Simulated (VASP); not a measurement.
Wanted: the native input for a VASP 6.6.1 run.

* Task: single point
* Functional: PBEsol
* Potentials or basis: VASP PAW PBE potentials, release 64 (Os)
* Cutoff: 520 eV
* k mesh: 6 × 6 × 4
* Occupations: gaussian, width 0.1 eV
* Spin: no spin polarisation
* Dipole correction: no
* Further INCAR settings: ALGO = Fast; EDIFF = 1e-06; NBANDS = 24

The structure of Os lies in POSCAR:

```
Os
1.0
    1.3637618466     -4.7366637759      0.0000000000
    1.3637618466      4.7366637759      0.0000000000
    0.0000000000      0.0000000000      4.6267803482
Os
4
Direct
    0.1261486608      0.8738513392      0.9852855337
    0.6261486608      0.3738513392      0.5147144663
    0.8738513392      0.1261486608      0.0147144663
    0.3738513392      0.6261486608      0.4852855337
```

One way to write it, as run:

INCAR

```
SYSTEM = Os
PREC = Accurate
ENCUT = 520
EDIFF = 1E-6
ISMEAR = 0
SIGMA = 0.1
LREAL = .FALSE.
LASPH = .TRUE.
NELM = 80
ALGO = Fast
ISIF = 2
LWAVE = .FALSE.
LCHARG = .TRUE.
GGA = PS
LELF = .TRUE.
LVHAR = .TRUE.
NBANDS = 24
```

KPOINTS

```
Automatic mesh
0
G
  6 6 4
  0 0 0
```

Potentials or basis: VASP PAW PBE potentials, release 64 (Os).

Launch:

```bash
$ cat potpaw_PBE.64/Os/POTCAR > POTCAR
$ mpirun -np 1 vasp_std > vasp.out
```

It gave:

The pressure is 0.2 GPa, the largest force is 0.104 eV/Å and the band gap on the k mesh is zero (band 16 reaches 9.49 eV, above the bottom of band 17 at 7.57 eV).

Caveat: the k points lie up to 0.40 Å⁻¹ apart; the PAW data sets were made with another functional, which shifts forces and pressure a little; spin-orbit coupling is left out, which moves the levels of the heavy elements.

Run time: 44 s on 1 thread of Intel(R) Xeon(R) 6975P-C (Granite Rapids), on a shared host, peak memory 0.24 GiB.
